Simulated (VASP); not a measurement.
# Zr3SiW (P4/mmm) in VASP: single point with PBE

Aim: the single point of Zr3SiW with PBE.

All numbers are computed with VASP 6.6.1; they aren't measurements. Logs are shortened: lines on timing, memory, paths and dates and some standing lists are left out, and cuts for length are marked.

### Step 1. The cell of the first run

It takes space group P4/mmm (No. 123, tetragonal). The conventional cell has a = 3.670 Å, b = 3.670 Å, c = 6.412 Å, α = 90.00°, β = 90.00°, γ = 90.00°. Zr (site symmetry 4/mmm) has 4 W at 2.60 Å and 2 Si at 3.21 Å and 8 Zr at 3.22 Å within 3.4 Å. Within 2.5 Å of Zr (site symmetry 4mm) lie 1 W at 1.91 Å. Si (site symmetry 4/mmm) has 10 Zr at 2.90 to 3.21 Å and 4 Si at 3.67 Å within 3.8 Å. Within 2.5 Å of W (site symmetry 4/mmm) lie 2 Zr at 1.91 Å.

### Step 2. Single point, PBE

File INCAR:

```
SYSTEM = Zr3SiW
  ALGO = Normal
  EDIFF = 1E-6
  ENCUT = 520
  GGA = PE
  ISIF = 2
  ISMEAR = 0
  LASPH = .True.
  LCHARG = .False.
  LREAL = .False.
  LWAVE = .False.
  NBANDS = 35
  NELM = 100
  PREC = Accurate
  SIGMA = 0.1
```

File KPOINTS:

```
k-points
0
Gamma
  6 6 4
  0 0 0
```

File POSCAR:

```
Zr3SiW
1.0
    3.6700578400      0.0000000000      0.0000000000
    0.0000000000      3.6700578400      0.0000000000
    0.0000000000      0.0000000000      6.4116199200
Zr Si W
3 1 1
Direct
    0.5000000000      0.5000000000      0.0000000000
    0.0000000000      0.0000000000      0.7016788500
    0.0000000000      0.0000000000      0.2983211500
    0.5000000000      0.5000000000      0.5000000000
    0.0000000000      0.0000000000      0.0000000000
```

Potentials or basis: VASP PAW PBE potentials, release 64 (Zr_sv, Si, W_sv).

Launch:

```
$ cat potpaw_PBE.64/Zr_sv/POTCAR potpaw_PBE.64/Si/POTCAR potpaw_PBE.64/W_sv/POTCAR > POTCAR
$ mpirun -np 1 vasp_std > vasp.out
```

OUTCAR:

```text
SYSTEM = Zr3SiW
   EDIFF = 1E-6
   ENCUT = 520
   GGA = PE
   ISIF = 2
   ISMEAR = 0
   LASPH = .True.
   LREAL = .False.
   NELM = 100
   PREC = Accurate

 ion  position               nearest neighbor table
   1  0.500  0.500  0.000-   5 2.60   5 2.60   5 2.60   5 2.60   4 3.21   4 3.21   3 3.22   3 3.22
                             2 3.22   3 3.22   2 3.22   2 3.22   3 3.22   2 3.22
   2  0.000  0.000  0.702-   5 1.91   3 2.59   4 2.90   4 2.90   4 2.90   4 2.90   1 3.22   1 3.22
                             1 3.22   1 3.22   3 3.83
   3  0.000  0.000  0.298-   5 1.91   2 2.59   4 2.90   4 2.90   4 2.90   4 2.90   1 3.22   1 3.22
                             1 3.22   1 3.22   2 3.83
   4  0.500  0.500  0.500-   2 2.90   3 2.90   2 2.90   3 2.90   2 2.90   3 2.90   2 2.90   3 2.90
                             1 3.21   1 3.21
   5  0.000  0.000  0.000-   2 1.91   3 1.91   1 2.60   1 2.60   1 2.60   1 2.60

  LATTYP: Found a simple tetragonal cell.
 ALAT       =     3.6700578400
 C/A-ratio  =     1.7470078673

  Lattice vectors:

 A1 = (   3.6700578400,   0.0000000000,   0.0000000000)
 A2 = (   0.0000000000,   3.6700578400,   0.0000000000)
 A3 = (   0.0000000000,   0.0000000000,   6.4116199200)

Analysis of symmetry for initial positions (statically):
=====================================================================
 Subroutine PRICEL returns:
 Original cell was already a primitive cell.

 Routine SETGRP: Setting up the symmetry group for a
 simple tetragonal supercell.

 Subroutine GETGRP returns: Found 16 space group operations
 (whereof 16 operations were pure point group operations)
 out of a pool of 16 trial point group operations.

The static configuration has the point symmetry D_4h.

Analysis of symmetry for dynamics (positions and initial velocities):
=====================================================================
 Subroutine PRICEL returns:
 Original cell was already a primitive cell.

 Routine SETGRP: Setting up the symmetry group for a
 simple tetragonal supercell.

 Subroutine GETGRP returns: Found 16 space group operations
 (whereof 16 operations were pure point group operations)
 out of a pool of 16 trial point group operations.

The dynamic configuration has the point symmetry D_4h.

 Subroutine INISYM returns: Found 16 space group operations
 (whereof 16 operations are pure point group operations),
 and found     1 'primitive' translations

----------------------------------------------------------------------------------------

                                     Primitive cell

  volume of cell :      86.3602

  direct lattice vectors                    reciprocal lattice vectors
     3.670057840  0.000000000  0.000000000     0.272475270  0.000000000  0.000000000
     0.000000000  3.670057840  0.000000000     0.000000000  0.272475270  0.000000000
     0.000000000  0.000000000  6.411619920     0.000000000  0.000000000  0.155966825

  length of vectors
     3.670057840  3.670057840  6.411619920     0.272475270  0.272475270  0.155966825

  position of ions in fractional coordinates (direct lattice)
     0.500000000  0.500000000  0.000000000
     0.000000000  0.000000000  0.701678850
     0.000000000  0.000000000  0.298321150
     0.500000000  0.500000000  0.500000000
     0.000000000  0.000000000  0.000000000

  ion indices of the primitive-cell ions
   primitive index   ion index
                 1           1
                 2           2
                 3           3
                 4           4
                 5           5

----------------------------------------------------------------------------------------

 KPOINTS: k-points

Automatic generation of k-mesh.
 Grid dimensions read from file:
 generate k-points for:    6    6    4

 Generating k-lattice:

  Cartesian coordinates                     Fractional coordinates (reciprocal lattice)
     0.045412545  0.000000000  0.000000000     0.166666667  0.000000000  0.000000000
     0.000000000  0.045412545  0.000000000     0.000000000  0.166666667  0.000000000
     0.000000000  0.000000000  0.038991706     0.000000000  0.000000000  0.250000000

  Length of vectors
     0.045412545  0.045412545  0.038991706

  Shift w.r.t. Gamma in fractional coordinates (k-lattice)
     0.000000000  0.000000000  0.000000000

 Subroutine IBZKPT returns following result:
 ===========================================

 Found     30 irreducible k-points:

 Following reciprocal coordinates:
            Coordinates               Weight
  0.000000  0.000000  0.000000      1.000000
  0.166667  0.000000  0.000000      4.000000
  0.333333  0.000000  0.000000      4.000000
  0.500000  0.000000  0.000000      2.000000
  0.166667  0.166667  0.000000      4.000000
  0.333333  0.166667  0.000000      8.000000
[... 16 lines left out ...]
  0.333333  0.000000  0.500000      4.000000
  0.500000  0.000000  0.500000      2.000000
 [... further k-points ...]
   k-points           NKPTS =     30   k-points in BZ     NKDIM =     30   number of bands    NBANDS=     35
   number of dos      NEDOS =    301   number of ions     NIONS =      5
   total plane-waves  NPLWV =  37632
   dimension x,y,z NGX =    28 NGY =   28 NGZ =   48
   dimension x,y,z NGXF=    56 NGYF=   56 NGZF=   96
   ions per type =               3   1   1
   NGX,Y,Z   is equivalent  to a cutoff of  12.68, 12.68, 12.45 a.u.
   NGXF,Y,Z  is equivalent  to a cutoff of  25.37, 25.37, 24.89 a.u.
 SYSTEM =  Zr3SiW
   PREC   = accura    normal or accurate (medium, high low for compatibility)
   ISTART =      0    job   : 0-new  1-cont  2-samecut
   ICHARG =      2    charge: 1-file 2-atom 10-const
   ISPIN  =      1    spin polarized calculation?
   LNONCOLLINEAR =      F non collinear calculations
   LSORBIT =      F    spin-orbit coupling
   LASPH  =      T    aspherical Exc in radial PAW
   ENCUT  =  520.0 eV  38.22 Ry    6.18 a.u.   6.82  6.82 11.92*2*pi/ulx,y,z
   NELM   =    100;   NELMIN=  2; NELMDL= -5     # of ELM steps
   EDIFF  = 0.1E-05   stopping-criterion for ELM
   LREAL  =      F    real-space projection
   EDIFFG = 0.1E-04   stopping-criterion for IOM
   NSW    =      0    number of steps for IOM
   IBRION =     -1    ionic relax: 0-MD 1-quasi-New 2-CG
   NFREE  =      0    steps in history (QN), initial steepest desc. (CG)
   ISIF   =      2    stress and relaxation
   ISYM   =      2    0-nonsym 1-usesym 2-fastsym
   POTIM  = 0.5000    time-step for ionic-motion
   TEBEG  =    0.0;   TEEND  =   0.0 temperature during run
   PSTRESS=    0.0 pullay stress
   NELECT =      54.0000    total number of electrons
   NUPDOWN=      -1.0000    fix difference up-down
   EMIN   =  10.00;   EMAX   =-10.00  energy-range for DOS
   EFERMI =   0.00;   METHOD = LEGACY
   ISMEAR =     0;   SIGMA  =   0.10  broadening in eV -4-tet -1-fermi 0-gaus
   EFERMI_NEDOS =   21; number of points for ismear=-14 and -15
   IALGO  =     38    algorithm
   IMIX   =      4    mixing-type and parameters
     AMIX     =   0.40;   BMIX     =  1.00
     AMIX_MAG =   1.60;   BMIX_MAG =  1.00
  volume/ion in A,a.u.               =      17.27       116.56
  Fermi-wavevector in a.u.,A,eV,Ry     =   1.399915  2.645455 26.664167  1.959761
  Thomas-Fermi vector in A             =   2.522927
   LORBIT       =      0    0 simple, 1 ext, 2 COOP (PROOUT), +10 PAW based schemes
   GGA     = PE    functional components
   LHFCALC =     F    Hartree Fock is set to
   AEXX    =    0.0000 exact exchange contribution
   IVDW    =     0    specifies the selected vdW correction
   LEPSILON=     F    determine dielectric tensor
   LRPA    =     F    only Hartree local field effects (RPA)
 non-spin polarized calculation
 Gauss-broadening in eV      SIGMA  =   0.10
  energy-cutoff  :      520.00
  volume of cell :       86.36
 maximum number of plane-waves:      2392
 NGX is ok and might be reduce to    28
   NGX = 13   NGY = 13   NGZ = 23

 number of electron      54.0000001 magnetization

 Free energy of the ion-electron system (eV)
  ---------------------------------------------------
  ext. energy  EPLUGINS =         0.00000000
  ---------------------------------------------------
  free energy    TOTEN  =       -32.78691649 eV

  energy without entropy =      -32.77193867  energy(sigma->0) =      -32.77942758

 E-fermi :  11.0804     XC(G=0): -12.0228

 val. band max:       11.0744770611   @ k =   0.1667   0.0000   0.0000
 cond. band min:      11.1109406710   @ k =   0.5000   0.0000   0.0000
 fundamental gap:      0.0364636098
 Fermi energy:        11.0804217484

 k-point     1 :       0.0000    0.0000    0.0000
  band No.  band energies     occupation
      1     -62.6090      2.00000
      2     -38.3128      2.00000
      3     -37.7559      2.00000
      4     -37.2798      2.00000
      5     -28.7753      2.00000
      6     -26.8500      2.00000
[... 27 lines left out ...]
     34      13.9499      0.00000
     35      13.9499      0.00000

 k-point     2 :       0.1667    0.0000    0.0000
  band No.  band energies     occupation
      1     -62.6086      2.00000
      2     -38.3108      2.00000
      3     -37.7529      2.00000
      4     -37.2835      2.00000
      5     -28.7741      2.00000
      6     -26.8419      2.00000
[... 27 lines left out ...]
     34      14.8996      0.00000
     35      15.5804      0.00000

 k-point     3 :       0.3333    0.0000    0.0000
  band No.  band energies     occupation
      1     -62.6079      2.00000
      2     -38.3067      2.00000
      3     -37.7470      2.00000
      4     -37.2910      2.00000
      5     -28.7716      2.00000
      6     -26.8256      2.00000
[... 27 lines left out ...]
     34      14.6003      0.00000
     35      14.8767      0.00000

 k-point     4 :       0.5000    0.0000    0.0000
  band No.  band energies     occupation
      1     -62.6076      2.00000
      2     -38.3046      2.00000
      3     -37.7440      2.00000
      4     -37.2948      2.00000
      5     -28.7704      2.00000
      6     -26.8174      2.00000
[... 27 lines left out ...]
     34      14.1138      0.00000
     35      14.8196      0.00000

 k-point     5 :       0.1667    0.1667    0.0000
  band No.  band energies     occupation
      1     -62.6083      2.00000
      2     -38.3087      2.00000
      3     -37.7502      2.00000
      4     -37.2847      2.00000
      5     -28.7729      2.00000
      6     -26.8680      2.00000
[... 638 lines left out ...]
 k-point    22 :       0.1667    0.0000    0.5000
  band No.  band energies     occupation
      1     -62.6086      2.00000
      2     -38.4700      2.00000
      3     -37.5507      2.00000
      4     -37.2817      2.00000
      5     -28.9351      2.00000
      6     -26.8417      2.00000
[... 27 lines left out ...]
     34      14.1100      0.00000
     35      14.4242      0.00000

 k-point    23 :       0.3333    0.0000    0.5000
  band No.  band energies     occupation
      1     -62.6079      2.00000
      2     -38.4656      2.00000
      3     -37.5441      2.00000
      4     -37.2903      2.00000
      5     -28.9321      2.00000
      6     -26.8254      2.00000
[... 27 lines left out ...]
     34      13.8488      0.00000
     35      14.6188      0.00000

 k-point    24 :       0.5000    0.0000    0.5000
  band No.  band energies     occupation
      1     -62.6076      2.00000
      2     -38.4633      2.00000
      3     -37.5407      2.00000
      4     -37.2948      2.00000
      5     -28.9306      2.00000
      6     -26.8173      2.00000
[... 27 lines left out ...]
     34      13.6358      0.00000
     35      14.0117      0.00000

 [... further k-points ...]
[... 5 lines left out ...]
  --------------------------------------------------------------------------------------
  -------------------------------------------------------------------------------------
  Total       12.7624664     12.7624664     85.8709769      0.0000000      0.0000000      0.0000000
  in kB      236.7726886    236.7726886   1593.1013254      0.0000000      0.0000000      0.0000000
  external PRESSURE =     688.8822342 kB  Pullay stress =       0.0000000 kB

 VOLUME and BASIS-vectors are now :
 -----------------------------------------------------------------------------
  energy-cutoff  :      520.00
  volume of cell :       86.36
      direct lattice vectors                 reciprocal lattice vectors
     3.670057840  0.000000000  0.000000000     0.272475270  0.000000000  0.000000000
     0.000000000  3.670057840  0.000000000     0.000000000  0.272475270  0.000000000
     0.000000000  0.000000000  6.411619920     0.000000000  0.000000000  0.155966825

 POSITION                                       TOTAL-FORCE (eV/Angst)
 -----------------------------------------------------------------------------------
      1.83503      1.83503      0.00000        -0.000000     -0.000000      0.000000
      0.00000      0.00000      4.49890         0.000000      0.000000    -19.724373
      0.00000      0.00000      1.91272         0.000000      0.000000     19.724373
      1.83503      1.83503      3.20581        -0.000000     -0.000000      0.000000
      0.00000      0.00000      0.00000        -0.000000     -0.000000      0.000000
 -----------------------------------------------------------------------------------
    total drift:                               -0.000000      0.000000     -0.000000

  FREE ENERGIE OF THE ION-ELECTRON SYSTEM (eV)
  ---------------------------------------------------
  free  energy   TOTEN  =       -32.7869164894 eV

  energy  without entropy=      -32.7719386714  energy(sigma->0) =      -32.77942758
```

Run time: 70 s. Hardware: 1 thread of Intel Xeon Platinum 8259CL at 2.50GHz (Skylake/Cascade Lake), shared host; peak memory 0.24 GiB.

Results:

| Property | Result |
| --- | --- |
| Free energy | -32.7869 eV |
| Pressure | 68.9 GPa |
| Largest force | 19.724 eV/Å |
| Band gap on the k mesh | zero (band 27 reaches 11.96 eV, above the bottom of band 28 at 10.22 eV) |

Forces in eV/Å, atoms in the order of the input:
```
Zr    0.000   0.000   0.000
Zr    0.000   0.000 -19.724
Zr    0.000   0.000  19.724
Si    0.000   0.000   0.000
W     0.000   0.000   0.000
```

Stress tensor (GPa, compression positive):
```
 23.68   0.00   0.00
  0.00  23.68   0.00
  0.00   0.00 159.31
```

Caveat: spin-orbit coupling is left out, which moves the levels of the heavy elements; forces of over 1 eV/Å act on the atoms, so gaps and moduli don't describe the material at rest.
